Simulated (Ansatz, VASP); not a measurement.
## CdF3: VASP beside Ansatz

```
CELL_PARAMETERS angstrom
3.73706 0.00000 0.00000
0.00000 5.48772 0.00000
0.00000 0.00000 6.22263
ATOMIC_POSITIONS crystal
Cd 0.00000 0.50000 0.15104
Cd 0.50000 0.00000 0.84896
F 0.00000 0.75559 0.85384
F 0.00000 0.24441 0.85384
F 0.50000 0.25559 0.14616
F 0.50000 0.74441 0.14616
F 0.00000 0.50000 0.48333
F 0.50000 0.00000 0.51667
```

Alike in both runs: functional PBE; k mesh 6 × 4 × 4; occupations gaussian, width 0.1 eV; no spin polarisation.

Ansatz relaxed the structure, and its values are those at the end. VASP's run is a single point on that final structure, the one shown.

```csv
,VASP,Ansatz
version,VASP 6.6.1,Ansatz 0.2.0
potentials or method,"VASP PAW PBE potentials, release 64 (Cd, F), cutoff 520 eV","scalar-relativistic, plane waves, PAW"
valence electrons in the cell,66,82
```

|  | VASP | Ansatz | Ansatz less VASP |
| --- | --- | --- | --- |
| gap on the k mesh at the Fermi level (eV) | none | none | - |
| pressure (GPa) | 0.6 | 0.0 | -0.60 |
| rms of the force components (eV/Å) | 0.070 | 0.004 | -0.0662 |

A gap of «none» marks a metal or a gap that the smearing closes. With one functional, cell and mesh, what is left measures potentials, basis and numerics. VASP's potentials hold 66 valence electrons a cell and Ansatz's 82, so a difference there can come from the potentials and not from the codes.
